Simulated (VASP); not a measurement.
## La: single point with r2SCAN+D4

The system is La.

```
La
1.0
    -1.97159    1.97159    1.97159
     1.97159   -1.97159    1.97159
     1.97159    1.97159   -1.97159
La
1
Cartesian
  0.0000 0.0000 0.0000
```

| Quantity | Value |
| --- | --- |
| Program | VASP 6.6.1 |
| Task | single point |
| Functional | r2SCAN |
| Dispersion | D4 |
| Potentials or basis | VASP PAW PBE potentials, release 64 (La) |
| Cutoff | 550 eV |
| k mesh | 9 × 9 × 9 |
| Occupations | methfessel-paxton, width 0.15 eV |
| Spin | no spin polarisation |

* Pressure: 7.0 GPa
* Dispersion energy per atom: -0.103 eV

Levels at points of the mesh, in eV from the Fermi level:
```
           k point  band 4  band 5  band 6  band 7  band 8  band 9
(0.00, 0.00, 0.00)  -15.84   -2.94    1.93    1.93    1.93    2.03
```

It took 57 s on 1 thread of Intel(R) Xeon(R) Platinum 8375C CPU @ 2.90GHz (Ice Lake), on a shared host, peak memory 0.19 GiB.

Caveat: the PAW data sets were made with another functional, which shifts forces and pressure a little; spin-orbit coupling is left out, which moves the levels of the heavy elements; pairwise dispersion overbinds metals, which lowers pressure and volume.
